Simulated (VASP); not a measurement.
# Ge (I4_1/amd) in VASP: notebook, part 2 of 2

VASP 6.6.1. The steps go on from the part before.

## 5. Single point, LDA (strain +0.0100 x Voigt [0, 1, 0, 0, 0, 0])

File INCAR:

```
PREC     = Accurate       # precision mode
ENCUT    = 520            # plane-wave cutoff, eV
EDIFF    = 1E-7           # SCF threshold, eV
ISMEAR   = 0              # smearing method
SIGMA    = 0.15           # smearing width, eV
LREAL    = F              # projectors in reciprocal space
LASPH    = T              # aspherical terms in the spheres
NELM     = 100            # most SCF steps
ALGO     = Normal         # electronic algorithm
ISIF     = 2              # what is computed and relaxed
LWAVE    = F              # write WAVECAR
LCHARG   = F              # write CHGCAR
GGA      = CA             # functional
NBANDS   = 21             # bands
```

File KPOINTS:

```
Automatic mesh
0
Gamma
  14 14 14
```

File POSCAR:

```
Ge
1.0
    0.0000000000      2.8570577000      2.8287700000
    2.8287700000      0.0000000000      2.8287700000
    2.8287700000      2.8570577000      0.0000000000
Ge
2
Direct
    0.5000000000      0.5000000000      0.5000000000
    0.7500000000      0.7500000000      0.7500000000
```

Potentials or basis: VASP PAW LDA potentials, release 64 (Ge_d).

The run is started by

```bash
> cat potpaw_LDA.64/Ge_d/POTCAR > POTCAR
> mpirun -np 1 vasp_std > vasp.out
```

OUTCAR:

```text
PREC = Accurate
   ENCUT = 520
   EDIFF = 1E-7
   ISMEAR = 0
   LREAL = F
   LASPH = T
   NELM = 100
   ISIF = 2
   GGA = CA

 ion  position               nearest neighbor table
   1  0.500  0.500  0.500-   2 2.46   2 2.46   2 2.46   2 2.46
   2  0.750  0.750  0.750-   1 2.46   1 2.46   1 2.46   1 2.46

  LATTYP: Found a body centered tetragonal cell.
 ALAT       =     4.0004848988
 C/A-ratio  =     1.4283556980

  Lattice vectors:

 A1 = (   0.0000000000,  -2.8570577000,   2.8287700000)
 A2 = (   0.0000000000,  -2.8570577000,  -2.8287700000)
 A3 = (   2.8287700000,   2.8570577000,   0.0000000000)

Analysis of symmetry for initial positions (statically):
=====================================================================
 Subroutine PRICEL returns:
 Original cell was already a primitive cell.

 Routine SETGRP: Setting up the symmetry group for a
 body centered tetragonal supercell.

 Subroutine GETGRP returns: Found 16 space group operations
 (whereof  8 operations were pure point group operations)
 out of a pool of 16 trial point group operations.

The static configuration has the point symmetry D_2d.
 The point group associated with its full space group is D_4h.

Analysis of symmetry for dynamics (positions and initial velocities):
=====================================================================
 Subroutine PRICEL returns:
 Original cell was already a primitive cell.

 Routine SETGRP: Setting up the symmetry group for a
 body centered tetragonal supercell.

 Subroutine GETGRP returns: Found 16 space group operations
 (whereof  8 operations were pure point group operations)
 out of a pool of 16 trial point group operations.

The dynamic configuration has the point symmetry D_2d.
 The point group associated with its full space group is D_4h.

 Subroutine INISYM returns: Found 16 space group operations
 (whereof  8 operations are pure point group operations),
 and found     1 'primitive' translations

[... 103 lines left out ...]
   TEBEG  =    0.0;   TEEND  =   0.0 temperature during run
   PSTRESS=    0.0 pullay stress
   NELECT =      28.0000    total number of electrons
   NUPDOWN=      -1.0000    fix difference up-down
   EMIN   =  10.00;   EMAX   =-10.00  energy-range for DOS
   EFERMI =   0.00;   METHOD = LEGACY
   ISMEAR =     0;   SIGMA  =   0.15  broadening in eV -4-tet -1-fermi 0-gaus
   EFERMI_NEDOS =   21; number of points for ismear=-14 and -15
   IALGO  =     38    algorithm
   IMIX   =      4    mixing-type and parameters
     AMIX     =   0.40;   BMIX     =  1.00
     AMIX_MAG =   1.60;   BMIX_MAG =  1.00
  volume/ion in A,a.u.               =      22.86       154.28
  Fermi-wavevector in a.u.,A,eV,Ry     =   1.390207  2.627110 26.295640  1.932675
  Thomas-Fermi vector in A             =   2.514164
   LORBIT       =      0    0 simple, 1 ext, 2 COOP (PROOUT), +10 PAW based schemes
   GGA     = CA    functional components
   LHFCALC =     F    Hartree Fock is set to
   AEXX    =    0.0000 exact exchange contribution
   IVDW    =     0    specifies the selected vdW correction
   LEPSILON=     F    determine dielectric tensor
   LRPA    =     F    only Hartree local field effects (RPA)
 non-spin polarized calculation
 Gauss-broadening in eV      SIGMA  =   0.15
  energy-cutoff  :      520.00
  volume of cell :       45.72
 maximum number of plane-waves:      1255
 NGX is ok and might be reduce to    30
   NGX = 15   NGY = 15   NGZ = 15

 number of electron      28.0000016 magnetization

 Free energy of the ion-electron system (eV)
  ---------------------------------------------------
  ext. energy  EPLUGINS =         0.00000000
  ---------------------------------------------------
  free energy    TOTEN  =       -10.38470975 eV

  energy without entropy =      -10.38383052  energy(sigma->0) =      -10.38427013

 E-fermi :   4.6335     XC(G=0): -10.2427

 val. band max:        4.5760176035   @ k =   0.0000   0.0000   0.0000
 cond. band min:       4.6529096710   @ k =   0.0000   0.0000   0.0000
 fundamental gap:      0.0768920676
 Fermi energy:         4.6334503826

 k-point     1 :       0.0000    0.0000    0.0000
  band No.  band energies     occupation
      1     -20.2993      2.00000
      2     -20.2993      2.00000
      3     -20.2969      2.00000
      4     -20.2629      2.00000
      5     -20.2621      2.00000
      6     -20.0599      2.00000
[... 565 lines left out ...]
     20      13.7666      0.00000
     21      14.4057      0.00000

 [... further k-points ...]
[... 5 lines left out ...]
  --------------------------------------------------------------------------------------
  -------------------------------------------------------------------------------------
  Total       -0.4293894     -0.6358577     -0.4293894      0.0000000      0.0000000      0.0000000
  in kB      -15.0458808    -22.2805664    -15.0458808      0.0000000      0.0000000      0.0000000
  external PRESSURE =     -17.4574427 kB  Pullay stress =       0.0000000 kB

 VOLUME and BASIS-vectors are now :
 -----------------------------------------------------------------------------
  energy-cutoff  :      520.00
  volume of cell :       45.72
      direct lattice vectors                 reciprocal lattice vectors
     0.000000000  2.857057700  2.828770000    -0.176755268  0.175005216  0.176755268
     2.828770000  0.000000000  2.828770000     0.176755268 -0.175005216  0.176755268
     2.828770000  2.857057700  0.000000000     0.176755268  0.175005216 -0.176755268

 POSITION                                       TOTAL-FORCE (eV/Angst)
 -----------------------------------------------------------------------------------
      2.82877      2.85706      2.82877         0.000000     -0.000000      0.000000
      4.24315      4.28559      4.24315         0.000000      0.000000     -0.000000
 -----------------------------------------------------------------------------------
    total drift:                                0.000000     -0.000000     -0.000000

  FREE ENERGIE OF THE ION-ELECTRON SYSTEM (eV)
  ---------------------------------------------------
  free  energy   TOTEN  =       -10.3847097475 eV

  energy  without entropy=      -10.3838305189  energy(sigma->0) =      -10.38427013
```

Run time: 5.8 min. Hardware: 1 thread of AMD EPYC 7R13, shared host; peak memory 0.26 GiB.

Results:

| Quantity | Value |
| --- | --- |
| Free energy | -10.3847 eV |
| Pressure | -1.7 GPa |
| Band gap on the k mesh | zero (filled and empty bands touch) |

Stress tensor (GPa, compression positive):
```
-1.50  0.00  0.00
 0.00 -2.23  0.00
 0.00  0.00 -1.50
```

Caveat: the cell differs from its parent crystal (strain +0.0100 x Voigt [0, 1, 0, 0, 0, 0]).

## 6. Single point, LDA (strain +0.0200 x Voigt [0, 1, 0, 0, 0, 0])

File INCAR:

```
SYSTEM = Ge
PREC = Accurate
ENCUT = 520
EDIFF = 1E-7
ISMEAR = 0
SIGMA = 0.15
LREAL = .FALSE.
LASPH = .TRUE.
NELM = 60
ALGO = Normal
ISIF = 2
LWAVE = .FALSE.
LCHARG = .FALSE.
GGA = CA
NBANDS = 21
```

File KPOINTS:

```
regular mesh
0
G
  14 14 14
  0 0 0
```

File POSCAR:

```
Ge
1.0
    0.0000000000      2.8853454000      2.8287700000
    2.8287700000      0.0000000000      2.8287700000
    2.8287700000      2.8853454000      0.0000000000
Ge
2
Direct
    0.5000000000      0.5000000000      0.5000000000
    0.7500000000      0.7500000000      0.7500000000
```

Potentials or basis: VASP PAW LDA potentials, release 64 (Ge_d).

The run is started by

```bash
> cat potpaw_LDA.64/Ge_d/POTCAR > POTCAR
> mpirun -np 1 vasp_std > vasp.out
```

Wall time 7 min (1 thread of AMD EPYC 7R13, shared host); peak memory 0.26 GiB.

The run converged. Its results:

```
Free energy            : -10.3768 eV
Pressure               : -2.4 GPa
Band gap on the k mesh : zero (band 14 reaches 4.58 eV, above the bottom of band 15 at 4.53 eV)
```

Stress tensor (GPa, compression positive):
```
-1.88  0.00  0.00
 0.00 -3.32  0.00
 0.00  0.00 -1.88
```

Levels at points of the mesh, in eV from the Fermi level:
```csv
k point,band 12,band 13,band 14,band 15,band 16,band 17
"(0.00, 0.00, 0.00)",-0.32,-0.10,0.05,0.05,2.49,2.49
"(0.50, 0.00, 0.00)",-7.54,-1.46,-1.28,0.00,3.66,3.77
"(0.50, 0.50, 0.00)",-8.82,-3.05,-3.05,0.64,0.64,9.23
"(0.50, 0.00, 0.50)",-8.91,-2.91,-2.91,0.80,0.80,9.23
```

Caveat: the cell differs from its parent crystal (strain +0.0200 x Voigt [0, 1, 0, 0, 0, 0]).

## 7. Summary

```csv
cell,gap on the mesh (eV),pressure (GPa)
"a = 3.961, b = 4.000 Å, angles 59.7, 60.7, 59.7°, 2 atoms",0.06,0.3
"a = 3.981, b = 4.000 Å, angles 59.8, 60.3, 59.8°, 2 atoms",0.08,-0.4
"a = 3.941, b = 4.000 Å, angles 59.5, 61.0, 59.5°, 2 atoms",-,1.1
"a = 4.021, b = 4.000 Å, angles 60.2, 59.7, 60.2°, 2 atoms",none,-1.7
"a = 4.041, b = 4.000 Å, angles 60.3, 59.3, 60.3°, 2 atoms",none,-2.4
```

Alike in all rows: task single point; level LDA; potentials or basis VASP PAW LDA potentials, release 64 (Ge_d); no spin polarisation; k mesh 14 × 14 × 14; cutoff (eV) 520; smearing gaussian 0.15 eV.

Absolute energies hang on the potentials; compare differences alone.
